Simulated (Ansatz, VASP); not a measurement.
**BiTe: VASP beside Ansatz**

INCAR

```
SYSTEM = BiTe
ALGO = Normal
EDIFF = 1E-6
ENCUT = 520
GGA = PE
ISIF = 2
ISMEAR = 0
LASPH = .True.
LCHARG = .False.
LREAL = .False.
LWAVE = .False.
NBANDS = 18
NELM = 80
PREC = Accurate
SIGMA = 0.15
```

Contents of KPOINTS:

```
k-points
0
Gamma
  12 12 12
  0 0 0
```

The input POSCAR:

```
BiTe
1.0
    0.0000000000      3.2511939987      3.3269468189
    3.2511939987      0.0000000000      3.3269468189
    3.2511939987      3.2511939987      0.0000000000
Bi Te
1 1
Direct
    0.0305179670      0.0305179670     -0.0305179670
    0.4500183625      0.4500183625      0.5499816375
```

Input for Ansatz:

```yaml
crystal:
  lattice:
    - [0.0, 3.2511939987, 3.3269468189]
    - [3.2511939987, 0.0, 3.3269468189]
    - [3.2511939987, 3.2511939987, 0.0]
  atoms:
    - { symbol: Bi, position: [0.030517967, 0.030517967, -0.030517967] }
    - { symbol: Te, position: [0.4500183625, 0.4500183625, 0.5499816375] }
basis:
  ecutwfc: 420
kpoints:
  mp_grid: { grid: [12, 12, 12] }
hamiltonian:
  xc: pbe
scf:
  occupations: { method: gaussian, width: 0.15 }
output:
  forces: true
  stress: true
  eigenvalues: true
```

Change from the starting cell: mode 6 frozen in at -0.325 Å, normal strain along z +0.0233.

Alike in both runs: task single point; functional PBE; k mesh 12 × 12 × 12; occupations gaussian, width 0.15 eV; no spin polarisation.

|  | VASP | Ansatz |
| --- | --- | --- |
| version | VASP 6.6.1 | Ansatz 0.2.0 |
| potentials or method | VASP PAW PBE potentials, release 64 (Bi_d, Te), cutoff 520 eV | scalar-relativistic, plane waves, PAW |
| valence electrons in the cell | 21 | 31 |

```tsv
	VASP	Ansatz	Ansatz less VASP
gap on the k mesh at the Fermi level (eV)	none	none	-
pressure (GPa)	3.4	3.4	+0.02
traceless stress, the component that is largest in VASP (GPa)	3.14	3.07	-0.062
rms of the force components (eV/Å)	0.941	0.933	-0.0087
```

Atom by atom the forces differ by 0.009 eV/Å (rms over components). A gap of «none» marks a metal or a gap that the smearing closes. VASP's potentials hold 21 valence electrons a cell and Ansatz's 31, so a difference there can come from the potentials and not from the codes.

Neither program's run includes spin-orbit coupling.
